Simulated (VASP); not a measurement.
Runs of VASP 6.6.1 on Ca. It takes space group Fm-3m (No. 225, cubic). The conventional cell has a = 5.525 Å, b = 5.525 Å, c = 5.525 Å, α = 90.00°, β = 90.00°, γ = 90.00°. Within 5.1 Å of Ca (site symmetry m-3m) lie 12 Ca at 3.91 Å. 

```tsv
smearing	gap on the mesh (eV)	pressure (GPa)
gaussian 0.3 eV	none	0.0
gaussian 0.6 eV	none	0.1
gaussian 0.03 eV	none	0.0
methfessel-paxton 0.03 eV	none	0.0
gaussian 0.1 eV	none	0.0
fermi-dirac 0.6 eV	none	(a)
fermi-dirac 1 eV	none	1.9
gaussian 0.01 eV	none	0.0
gaussian 0.2 eV	none	0.0
methfessel-paxton 0.1 eV	none	0.0
methfessel-paxton 0.01 eV	none	0.0
gaussian 1 eV	none	0.3
```

Alike in all rows: task single point; level PBE; potentials or basis VASP PAW PBE potentials, release 64 (Ca_sv); no spin polarisation; cell as given; k mesh 10 × 10 × 10; cutoff (eV) 520.

**Question.** Estimate the missing entries.

**Answer.** (a) 0.7.

Caveats: so wide a smearing shifts energies and pressures (at least some runs).

A gap of «none» marks levels without a gap at the run's occupations.
